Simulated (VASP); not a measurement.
A run of VASP 6.6.1:

File INCAR:

```
SYSTEM = Mo
ALGO     = Fast           ! electronic algorithm
EDIFF    = 1E-6           ! SCF threshold, eV
ENCUT    = 520            ! plane-wave cutoff, eV
GGA      = PE             ! functional
ISIF     = 2              ! what is computed and relaxed
ISMEAR   = 0              ! smearing method
LASPH    = .TRUE.         ! aspherical terms in the spheres
LCHARG   = .TRUE.         ! write CHGCAR
LELF     = .TRUE.         ! ELF
LREAL    = .FALSE.        ! projectors in reciprocal space
LVHAR    = .TRUE.       
LWAVE    = .FALSE.        ! write WAVECAR
NBANDS   = 13             ! bands
NELM     = 60             ! most SCF steps
PREC     = Accurate       ! precision mode
SIGMA    = 0.025          ! smearing width, eV
```

Contents of KPOINTS:

```
k-points
0
G
  12 12 12
  0 0 0
```

The input POSCAR:

```
Mo
1.0
   -1.5838089719      1.5838089719      1.5838089719
    1.5838089719     -1.5838089719      1.5838089719
    1.5838089719      1.5838089719     -1.5838089719
Mo
1
Direct
    0.0000000000      0.0000000000      0.0000000000
```

Potentials or basis: VASP PAW PBE potentials, release 64 (Mo_sv).

The run is started by

```console
$ cat potpaw_PBE.64/Mo_sv/POTCAR > POTCAR
$ mpirun -np 1 vasp_std > vasp.out
```

Hardware: 1 thread of Intel Xeon 8259CL, on a shared host.

Question: How long does it take, and how much memory?

Answer: Run time: 19 s on 1 thread of Intel Xeon 8259CL, with other jobs on the host, peak memory 0.13 GiB. Counts: scf iterations 12, k points 72.
